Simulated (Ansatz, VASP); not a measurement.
## S in VASP and in Ansatz

```
CELL_PARAMETERS angstrom
1.80124 1.03995 1.47058
-1.80124 1.03995 1.47058
0.00000 -2.07989 1.47058
ATOMIC_POSITIONS crystal
S 0.00000 0.00000 0.00000
```

Alike in both runs: functional PBE; dispersion D3(BJ); k mesh 14 × 14 × 14; occupations fermi-dirac, width 0.1 eV; no spin polarisation.

Ansatz relaxed the structure, and its values are those at the end. VASP's run is a single point on that final structure, the one shown.

```csv
,VASP,Ansatz
version,VASP 6.6.1,Ansatz 0.2.0
potentials or method,"VASP PAW PBE potentials, release 64 (S), cutoff 500 eV","plane waves, PAW"
valence electrons in the cell,6,6
```

VASP gave:

| Quantity | Value |
| --- | --- |
| pressure (GPa) | -0.2 |

Task: Which values does Ansatz return?

Result: Pressure (GPa): 0.0.
